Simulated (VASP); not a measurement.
**ScSb3S: single point with PBE**

Crystal: ScSb3S.

```
Sc Sb S
1.0
     5.41709    0.00000    0.00000
     0.00000    5.41709    0.00000
     0.00000    0.00000    5.41709
Sc Sb S
1 3 1
Direct
  0.50000 0.50000 0.50000
  0.00000 0.50000 0.50000
  0.50000 0.00000 0.50000
  0.50000 0.50000 0.00000
  0.00000 0.00000 0.00000
```

```json
{
  "Program": "VASP 6.6.1",
  "Task": "single point",
  "Functional": "PBE",
  "Potentials or basis": "VASP PAW PBE potentials, release 64 (Sc_sv, Sb, S)",
  "Cutoff": "520 eV",
  "k mesh": "4 × 4 × 4",
  "Occupations": "gaussian, width 0.1 eV",
  "Spin": "no spin polarisation"
}
```

* Pressure: -0.2 GPa
* Band gap on the k mesh: zero (band 16 reaches 4.36 eV, above the bottom of band 17 at 2.79 eV)

Levels at points of the mesh, in eV from the Fermi level:
```csv
k point,band 13,band 14,band 15,band 16,band 17,band 18,band 19,band 20
"(0.00, 0.00, 0.00)",-0.45,-0.45,0.52,0.52,0.52,1.57,1.57,1.57
"(0.50, 0.00, 0.00)",-1.89,-0.90,-0.44,-0.22,0.10,0.10,1.33,1.33
"(0.50, 0.50, 0.00)",-1.25,-1.08,-1.08,-1.07,-1.04,0.96,0.96,2.32
"(0.50, 0.50, 0.50)",-1.22,-1.22,0.17,0.17,0.17,2.40,2.40,2.40
```

Run time: 19 s on 1 thread of AMD EPYC 9R45 96-Core Processor (Zen 5), with other jobs on the host, peak memory 0.23 GiB.

Caveat: spin-orbit coupling is left out, which moves the levels of the heavy elements.
